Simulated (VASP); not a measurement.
# Pt (P4/nmm) in VASP: a series of runs, part 2 of 3

VASP 6.6.1. Earlier steps stand in the parts before.

**3. Single point, PBE (mode 6 (200.8 1/cm) frozen in, largest displacement +0.150 Å)**

File INCAR:

```
PREC = Accurate ; ENCUT = 520
EDIFF = 1E-7 ; ISMEAR = 0
SIGMA = 0.15 ; LREAL = False
LASPH = True ; NELM = 80
ALGO = Fast ; ISIF = 2
LWAVE = False ; LCHARG = False
GGA = PE ; NBANDS = 17
```

File KPOINTS:

```
regular mesh
0
Gamma
  18 18 12
```

File POSCAR:

```
Pt
1.0
    0.0000000000     -1.9579000000     -1.9579000000
    0.0000000000      1.9579000000     -1.9579000000
    3.9158000000      0.0000000000      0.0000000000
Pt
2
Direct
    0.5000000000      0.5000000000      0.5383063486
    0.0000000000      0.0000000000     -0.0383063486
```

Potentials or basis: VASP PAW PBE potentials, release 64 (Pt).

Run with:

```sh
$ cat potpaw_PBE.64/Pt/POTCAR > POTCAR
$ mpirun -np 1 vasp_std > vasp.out
```

OUTCAR:

```text
PREC = Accurate
   ENCUT = 520
   EDIFF = 1E-7
   ISMEAR = 0
   LREAL = False
   LASPH = True
   NELM = 80
   ISIF = 2
   GGA = PE

 ion  position               nearest neighbor table
   1  0.500  0.500  0.538-   2 2.57   2 2.57   2 2.57   2 2.57   2 2.99   2 2.99   2 2.99   2 2.99

   2  0.000  0.000  0.962-   1 2.57   1 2.57   1 2.57   1 2.57   1 2.99   1 2.99   1 2.99   1 2.99

  LATTYP: Found a simple tetragonal cell.
 ALAT       =     2.7688887338
 C/A-ratio  =     1.4142135624

  Lattice vectors:

 A1 = (   0.0000000000,  -1.9579000000,  -1.9579000000)
 A2 = (   0.0000000000,   1.9579000000,  -1.9579000000)
 A3 = (   3.9158000000,   0.0000000000,   0.0000000000)

Analysis of symmetry for initial positions (statically):
=====================================================================
 Subroutine PRICEL returns:
 Original cell was already a primitive cell.

 Routine SETGRP: Setting up the symmetry group for a
 simple tetragonal supercell.

 Subroutine GETGRP returns: Found 16 space group operations
 (whereof  8 operations were pure point group operations)
 out of a pool of 16 trial point group operations.

The static configuration has the point symmetry C_4v.
 The point group associated with its full space group is D_4h.

Analysis of symmetry for dynamics (positions and initial velocities):
=====================================================================
 Subroutine PRICEL returns:
 Original cell was already a primitive cell.

 Routine SETGRP: Setting up the symmetry group for a
 simple tetragonal supercell.

 Subroutine GETGRP returns: Found 16 space group operations
 (whereof  8 operations were pure point group operations)
 out of a pool of 16 trial point group operations.

The dynamic configuration has the point symmetry C_4v.
 The point group associated with its full space group is D_4h.

 Subroutine INISYM returns: Found 16 space group operations
 (whereof  8 operations are pure point group operations),
[... 115 lines left out ...]
     AMIX     =   0.40;   BMIX     =  1.00
     AMIX_MAG =   1.60;   BMIX_MAG =  1.00
  volume/ion in A,a.u.               =      15.01       101.30
  Fermi-wavevector in a.u.,A,eV,Ry     =   1.429797  2.701924 27.814648  2.044319
  Thomas-Fermi vector in A             =   2.549712
   LORBIT       =      0    0 simple, 1 ext, 2 COOP (PROOUT), +10 PAW based schemes
   GGA     = PE    functional components
   LHFCALC =     F    Hartree Fock is set to
   AEXX    =    0.0000 exact exchange contribution
   IVDW    =     0    specifies the selected vdW correction
   LEPSILON=     F    determine dielectric tensor
   LRPA    =     F    only Hartree local field effects (RPA)
 non-spin polarized calculation
 RMM-DIIS sequential band-by-band and
 Gauss-broadening in eV      SIGMA  =   0.15
  energy-cutoff  :      520.00
  volume of cell :       30.02
 maximum number of plane-waves:       830
 NGX is ok and might be reduce to    24
   NGX = 11   NGY = 11   NGZ = 15

 number of electron      19.9999999 magnetization

 Free energy of the ion-electron system (eV)
  ---------------------------------------------------
  ext. energy  EPLUGINS =         0.00000000
  ---------------------------------------------------
  free energy    TOTEN  =       -11.51171050 eV

  energy without entropy =      -11.46886439  energy(sigma->0) =      -11.49028744

 E-fermi :  11.4843     XC(G=0): -13.4713

 val. band max:       11.4830896337   @ k =   0.3889   0.2778   0.2500
 cond. band min:      11.4851644435   @ k =   0.3889   0.2222   0.2500
 fundamental gap:      0.0020748098
 Fermi energy:        11.4843010548

 k-point     1 :       0.0000    0.0000    0.0000
  band No.  band energies     occupation
      1       1.0448      2.00000
      2       4.0831      2.00000
      3       4.2989      2.00000
      4       7.3918      2.00000
      5       7.3918      2.00000
      6       7.7282      2.00000
[... 457 lines left out ...]
      4       6.5639      2.00000
      5       6.8299      2.00000
      6       8.0236      2.00000
[... 9 lines left out ...]
     16      26.5462      0.00000
     17      28.4290      0.00000

 [... further k-points ...]

------------------------ aborting loop because EDIFF is reached ----------------------------------------

  FORCE on cell =-STRESS in cart. coord.  units (eV):
  Direction    XX          YY          ZZ          XY          YZ          ZX
  --------------------------------------------------------------------------------------
  -------------------------------------------------------------------------------------
  Total        4.5173500      5.0942347      5.0942347      0.0000000      0.0000000      0.0000000
  in kB      241.0809051    271.8679579    271.8679579      0.0000000      0.0000000      0.0000000
  external PRESSURE =     261.6056070 kB  Pullay stress =       0.0000000 kB

 VOLUME and BASIS-vectors are now :
 -----------------------------------------------------------------------------
  energy-cutoff  :      520.00
  volume of cell :       30.02
      direct lattice vectors                 reciprocal lattice vectors
     0.000000000 -1.957900000 -1.957900000     0.000000000 -0.255375658 -0.255375658
     0.000000000  1.957900000 -1.957900000     0.000000000  0.255375658 -0.255375658
     3.915800000  0.000000000  0.000000000     0.255375658  0.000000000  0.000000000

 POSITION                                       TOTAL-FORCE (eV/Angst)
 -----------------------------------------------------------------------------------
      2.10790      0.00000     -1.95790        -4.544630      0.000000      0.000000
      3.76580      0.00000      0.00000         4.544630     -0.000000     -0.000000
 -----------------------------------------------------------------------------------
    total drift:                               -0.000000     -0.000000      0.000000

  FREE ENERGIE OF THE ION-ELECTRON SYSTEM (eV)
  ---------------------------------------------------
  free  energy   TOTEN  =       -11.5117104961 eV

  energy  without entropy=      -11.4688643930  energy(sigma->0) =      -11.49028744
```

OSZICAR:

```text
N       E                     dE             d eps       ncg     rms          rms(c)
DAV:   1     0.106076189579E+03    0.10608E+03   -0.10287E+04 13258   0.112E+03
DAV:   2    -0.103247498359E+02   -0.11640E+03   -0.11065E+03 14161   0.249E+02
DAV:   3    -0.122164767193E+02   -0.18917E+01   -0.18730E+01 16338   0.322E+01
DAV:   4    -0.122267800937E+02   -0.10303E-01   -0.10302E-01 15731   0.249E+00
DAV:   5    -0.122268888439E+02   -0.10875E-03   -0.10875E-03 16485   0.260E-01    0.215E+01
RMM:   6    -0.116044297827E+02    0.62246E+00   -0.80040E-01 13129   0.682E+00    0.117E+01
RMM:   7    -0.115203532314E+02    0.84077E-01   -0.28443E-01 13431   0.405E+00    0.293E+00
RMM:   8    -0.115121089897E+02    0.82442E-02   -0.40355E-02 13702   0.156E+00    0.598E-01
RMM:   9    -0.115117444770E+02    0.36451E-03   -0.27896E-03 14539   0.385E-01    0.227E-01
RMM:  10    -0.115117200681E+02    0.24409E-04   -0.49132E-04 14678   0.159E-01    0.115E-01
RMM:  11    -0.115117142724E+02    0.57956E-05   -0.99641E-05 14657   0.696E-02    0.239E-02
RMM:  12    -0.115117101583E+02    0.41141E-05   -0.30547E-05 14444   0.412E-02    0.325E-03
RMM:  13    -0.115117104229E+02   -0.26452E-06   -0.36599E-06 14849   0.130E-02    0.384E-03
RMM:  14    -0.115117104961E+02   -0.73220E-07   -0.69718E-07 13830   0.566E-03
   1 F= -.11511710E+02 E0= -.11490287E+02  d E =-.428461E-01
```

stdout:

```text
POSCAR found type information on POSCAR Pt
 POSCAR found :  1 types and       2 ions
 scaLAPACK will be used
 LDA part: xc-table for (Slater+PW92), standard interpolation
 POSCAR, INCAR and KPOINTS ok, starting setup
 FFT: planning ... GRIDC
 FFT: planning ... GRID_SOFT
 FFT: planning ... GRID
 WAVECAR not read
 entering main loop
```

It took 2 min on 1 thread of Intel Xeon Platinum 8375C at 2.90GHz (Ice Lake), shared host; peak memory 0.27 GiB.

Results:

```
Free energy            : -11.5117 eV
Pressure               : 26.2 GPa
Largest force          : 4.545 eV/Å
Band gap on the k mesh : zero (band 10 reaches 11.93 eV, above the bottom of band 11 at 9.99 eV)
```

Forces on the atoms (eV/Å):
```
Pt  -4.545  0.000  0.000
Pt   4.545  0.000  0.000
```

Stress tensor (GPa, compression positive):
```
24.11  0.00  0.00
 0.00 27.19  0.00
 0.00  0.00 27.19
```

Caveat: the cell differs from its parent crystal (mode 6 (200.8 1/cm) frozen in, largest displacement +0.150 Å); spin-orbit coupling is left out, which moves the levels of the heavy elements; forces of over 1 eV/Å act on the atoms, so gaps and moduli don't describe the material at rest.

**4. Single point, PBE (mode 6 (200.8 1/cm) frozen in, largest displacement -0.100 Å)**

File INCAR:

```
SYSTEM = Pt
PREC     = Accurate       ! precision mode
ENCUT    = 520            ! plane-wave cutoff, eV
EDIFF    = 1E-6           ! SCF threshold, eV
ISMEAR   = 0              ! smearing method
SIGMA    = 0.15           ! smearing width, eV
LREAL    = .False.        ! projectors in reciprocal space
LASPH    = .True.         ! aspherical terms in the spheres
NELM     = 60             ! most SCF steps
ALGO     = Fast           ! electronic algorithm
ISIF     = 2              ! what is computed and relaxed
LWAVE    = .False.        ! write WAVECAR
LCHARG   = .True.         ! write CHGCAR
GGA      = PE             ! functional
LELF     = .True.         ! ELF
LVHAR    = .True.       
NBANDS   = 17             ! bands
```

File KPOINTS:

```
Automatic mesh
0
Gamma
  18 18 12
  0 0 0
```

File POSCAR:

```
Pt
1.0
    0.0000000000     -1.9579000000     -1.9579000000
    0.0000000000      1.9579000000     -1.9579000000
    3.9158000000      0.0000000000      0.0000000000
Pt
2
Direct
    0.5000000000      0.5000000000      0.4744624342
    0.0000000000      0.0000000000      0.0255375658
```

Run with:

```sh
$ cat potpaw_PBE.64/Pt/POTCAR > POTCAR
$ mpirun -np 1 vasp_std > vasp.out
```

Run time: 1.9 min. Hardware: 1 thread of Intel Xeon Platinum 8375C at 2.90GHz (Ice Lake), shared host; peak memory 0.28 GiB.

The run converged. Its results:

```yaml
Free_energy: -11.8850 eV
Pressure: 17.7 GPa
Largest_force: 2.945 eV/Å
Band_gap_on_the_k_mesh: zero (band 10 reaches 11.91 eV, above the bottom of band 11 at 9.93 eV)
```

Forces in eV/Å, atoms in the order of the input:
```
Pt   2.945  0.000  0.000
Pt  -2.945  0.000  0.000
```

Stress tensor (GPa, compression positive):
```
16.99  0.00  0.00
 0.00 18.11  0.00
 0.00  0.00 18.11
```

Levels at points of the mesh, in eV from the Fermi level:
```
           k point  band 8  band 9  band 10  band 11  band 12  band 13
(0.00, 0.00, 0.00)   -1.80    0.02     0.42     0.42     2.09     8.61
(0.50, 0.00, 0.00)   -3.18   -1.32    -1.32     1.80     1.80    10.06
(0.50, 0.50, 0.00)    0.34    0.41     0.41     1.76     1.76     8.84
(0.00, 0.00, 0.50)   -2.11   -1.65    -1.65    -1.48    -0.49    15.62
(0.50, 0.00, 0.50)   -0.74    0.09     0.09     0.09     0.09     5.71
(0.50, 0.50, 0.50)   -1.91    0.41     0.41     7.03     7.03     7.34
```

Caveat: the cell differs from its parent crystal (mode 6 (200.8 1/cm) frozen in, largest displacement -0.100 Å); spin-orbit coupling is left out, which moves the levels of the heavy elements; forces of over 1 eV/Å act on the atoms, so gaps and moduli don't describe the material at rest.

**5. Single point, PBE (mode 6 (200.8 1/cm) frozen in, largest displacement +0.175 Å)**

File INCAR:

```
SYSTEM = Pt
  PREC = Accurate
  ENCUT = 520
  EDIFF = 1E-6
  ISMEAR = 0
  SIGMA = 0.15
  LREAL = .FALSE.
  LASPH = .TRUE.
  NELM = 60
  ALGO = Fast
  ISIF = 2
  LWAVE = .FALSE.
  LCHARG = .TRUE.
  GGA = PE
  LELF = .TRUE.
  LVHAR = .TRUE.
  NBANDS = 17
```

File KPOINTS:

```
regular mesh
0
G
  18 18 12
  0 0 0
```

File POSCAR:

```
Pt
1.0
    0.0000000000     -1.9579000000     -1.9579000000
    0.0000000000      1.9579000000     -1.9579000000
    3.9158000000      0.0000000000      0.0000000000
Pt
2
Direct
    0.5000000000      0.5000000000      0.5446907401
    0.0000000000      0.0000000000     -0.0446907401
```

Potentials or basis: VASP PAW PBE potentials, release 64 (Pt).

Run with:

```sh
$ cat potpaw_PBE.64/Pt/POTCAR > POTCAR
$ mpirun -np 1 vasp_std > vasp.out
```

OUTCAR:

```text
SYSTEM = Pt
   PREC = Accurate
   ENCUT = 520
   EDIFF = 1E-6
   ISMEAR = 0
   LREAL = .FALSE.
   LASPH = .TRUE.
   NELM = 60
   ISIF = 2
   GGA = PE

 ion  position               nearest neighbor table
   1  0.500  0.500  0.545-   2 2.53   2 2.53   2 2.53   2 2.53   2 3.03   2 3.03   2 3.03   2 3.03

   2  0.000  0.000  0.955-   1 2.53   1 2.53   1 2.53   1 2.53   1 3.03   1 3.03   1 3.03   1 3.03

  LATTYP: Found a simple tetragonal cell.
 ALAT       =     2.7688887338
 C/A-ratio  =     1.4142135624

  Lattice vectors:

 A1 = (   0.0000000000,  -1.9579000000,  -1.9579000000)
 A2 = (   0.0000000000,   1.9579000000,  -1.9579000000)
 A3 = (   3.9158000000,   0.0000000000,   0.0000000000)

Analysis of symmetry for initial positions (statically):
=====================================================================
 Subroutine PRICEL returns:
 Original cell was already a primitive cell.

 Routine SETGRP: Setting up the symmetry group for a
 simple tetragonal supercell.

 Subroutine GETGRP returns: Found 16 space group operations
 (whereof  8 operations were pure point group operations)
 out of a pool of 16 trial point group operations.

The static configuration has the point symmetry C_4v.
[... 166 lines left out ...]

 val. band max:       11.5271307578   @ k =   0.2222   0.0000   0.4167
 cond. band min:      11.5293988608   @ k =   0.2778   0.0000   0.0000
 fundamental gap:      0.0022681029
 Fermi energy:        11.5289135231

 k-point     1 :       0.0000    0.0000    0.0000
  band No.  band energies     occupation
      1       1.0303      2.00000
      2       4.0383      2.00000
      3       4.1600      2.00000
      4       7.3472      2.00000
      5       7.3472      2.00000
      6       7.7985      2.00000
[... 457 lines left out ...]
      4       6.4097      2.00000
      5       6.8894      2.00000
      6       7.8493      2.00000
[... 9 lines left out ...]
     16      26.7880      0.00000
     17      28.5444      0.00000

 [... further k-points ...]

------------------------ aborting loop because EDIFF is reached ----------------------------------------

  FORCE on cell =-STRESS in cart. coord.  units (eV):
  Direction    XX          YY          ZZ          XY          YZ          ZX
  --------------------------------------------------------------------------------------
  -------------------------------------------------------------------------------------
  Total        5.3536926      6.2381173      6.2381173     -0.0000000      0.0000000      0.0000000
  in kB      285.7146463    332.9144207    332.9144207     -0.0000000      0.0000000      0.0000000
  external PRESSURE =     317.1811626 kB  Pullay stress =       0.0000000 kB

 VOLUME and BASIS-vectors are now :
 -----------------------------------------------------------------------------
  energy-cutoff  :      520.00
  volume of cell :       30.02
      direct lattice vectors                 reciprocal lattice vectors
     0.000000000 -1.957900000 -1.957900000     0.000000000 -0.255375658 -0.255375658
     0.000000000  1.957900000 -1.957900000     0.000000000  0.255375658 -0.255375658
     3.915800000  0.000000000  0.000000000     0.255375658  0.000000000  0.000000000

 POSITION                                       TOTAL-FORCE (eV/Angst)
 -----------------------------------------------------------------------------------
      2.13290      0.00000     -1.95790        -5.395527     -0.000000      0.000000
      3.74080      0.00000      0.00000         5.395527      0.000000     -0.000000
 -----------------------------------------------------------------------------------
    total drift:                                0.000000     -0.000000      0.000000

  FREE ENERGIE OF THE ION-ELECTRON SYSTEM (eV)
  ---------------------------------------------------
  free  energy   TOTEN  =       -11.2634489355 eV

  energy  without entropy=      -11.2213954104  energy(sigma->0) =      -11.24242217
```

OSZICAR:

```text
N       E                     dE             d eps       ncg     rms          rms(c)
DAV:   1     0.106917690194E+03    0.10692E+03   -0.10284E+04 13170   0.112E+03
DAV:   2    -0.100422647496E+02   -0.11696E+03   -0.11123E+03 14118   0.250E+02
DAV:   3    -0.119571719045E+02   -0.19149E+01   -0.18977E+01 16408   0.324E+01
DAV:   4    -0.119677901448E+02   -0.10618E-01   -0.10617E-01 15638   0.253E+00
DAV:   5    -0.119679043095E+02   -0.11416E-03   -0.11416E-03 16604   0.267E-01    0.225E+01
RMM:   6    -0.113591426400E+02    0.60876E+00   -0.76596E-01 13127   0.668E+00    0.123E+01
RMM:   7    -0.112723124838E+02    0.86830E-01   -0.29554E-01 13428   0.410E+00    0.288E+00
RMM:   8    -0.112638434509E+02    0.84690E-02   -0.42073E-02 13724   0.160E+00    0.519E-01
RMM:   9    -0.112634958960E+02    0.34755E-03   -0.29194E-03 14520   0.391E-01    0.234E-01
RMM:  10    -0.112634599597E+02    0.35936E-04   -0.53241E-04 14682   0.168E-01    0.109E-01
RMM:  11    -0.112634525974E+02    0.73623E-05   -0.10856E-04 14649   0.742E-02    0.239E-02
RMM:  12    -0.112634488254E+02    0.37720E-05   -0.30813E-05 14483   0.420E-02    0.392E-03
RMM:  13    -0.112634489355E+02   -0.11011E-06   -0.38359E-06 12331   0.137E-02
   1 F= -.11263449E+02 E0= -.11242422E+02  d E =-.420535E-01
```

stdout:

```text
POSCAR found type information on POSCAR Pt
 POSCAR found :  1 types and       2 ions
 scaLAPACK will be used
 LDA part: xc-table for (Slater+PW92), standard interpolation
 POSCAR, INCAR and KPOINTS ok, starting setup
 FFT: planning ... GRIDC
 FFT: planning ... GRID_SOFT
 FFT: planning ... GRID
 WAVECAR not read
 entering main loop
```

Run time: 1.8 min. Hardware: 1 thread of Intel Xeon Platinum 8375C at 2.90GHz (Ice Lake), shared host; peak memory 0.28 GiB.

What came out:

* Free energy: -11.2634 eV
* Pressure: 31.7 GPa
* Largest force: 5.396 eV/Å
* Band gap on the k mesh: zero (band 10 reaches 11.94 eV, above the bottom of band 11 at 10.13 eV)

Forces on the atoms (eV/Å):
```
Pt  -5.396  0.000  0.000
Pt   5.396  0.000  0.000
```

Caveat: the cell differs from its parent crystal (mode 6 (200.8 1/cm) frozen in, largest displacement +0.175 Å); spin-orbit coupling is left out, which moves the levels of the heavy elements; forces of over 1 eV/Å act on the atoms, so gaps and moduli don't describe the material at rest.

(Continued in part 3 of 3.)
